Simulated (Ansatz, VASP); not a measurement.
# Two plane-wave programs on W

INCAR

```
  PREC = Accurate
  ENCUT = 500
  EDIFF = 1E-6
  ISMEAR = 0
  SIGMA = 0.15
  LREAL = F
  LASPH = T
  NELM = 120
  ALGO = Normal
  ISIF = 2
  LWAVE = F
  LCHARG = T
  GGA = PE
  LELF = T
  LVHAR = T
  NBANDS = 13
  GGA_COMPAT = F
```

The input KPOINTS:

```
Automatic mesh
0
Gamma
  20 20 20
```

The input POSCAR:

```
W
1.0
   -1.5573675000      1.5573675000      1.6771650000
    1.5573675000     -1.5573675000      1.6771650000
    1.5573675000      1.5573675000     -1.6771650000
W
1
Direct
    0.0000000000      0.0000000000      0.0000000000
```

Input for Ansatz:

```yaml
crystal:
  lattice:
    - [-1.5573675, 1.5573675, 1.677165]
    - [1.5573675, -1.5573675, 1.677165]
    - [1.5573675, 1.5573675, -1.677165]
  atoms:
    - { symbol: W, position: [0.0, 0.0, 0.0] }
basis:
  ecutwfc: 420
kpoints:
  mp_grid: { grid: [20, 20, 20] }
hamiltonian:
  xc: pbe
scf:
  occupations: { method: gaussian, width: 0.15 }
output:
  forces: true
  stress: true
  eigenvalues: true
  write_density: true
  write_potential: true
  elf: true
  volumetric_format: npy
```

Change from the starting cell: strain -0.025 along x and y, +0.050 along z, atoms carried along.

Alike in both runs: task single point; functional PBE; k mesh 20 × 20 × 20; occupations gaussian, width 0.15 eV; no spin polarisation.

```csv
,VASP,Ansatz
version,VASP 6.6.1,Ansatz 0.2.0
potentials or method,"VASP PAW PBE potentials, release 64 (W_sv), cutoff 500 eV","scalar-relativistic, plane waves, PAW"
valence electrons in the cell,14,14
```

Ansatz gave:

```
gap on the k mesh at the Fermi level (eV)                     : none
pressure (GPa)                                                : -1.8
traceless stress, the component that is largest in VASP (GPa) : -13.81
```

Estimate VASP's values.

gap on the k mesh at the Fermi level (eV): none; pressure (GPa): -1.3; traceless stress, the component that is largest in VASP (GPa): -13.79.

A gap of «none» marks a metal or a gap that the smearing closes.

Spin-orbit coupling is off throughout.
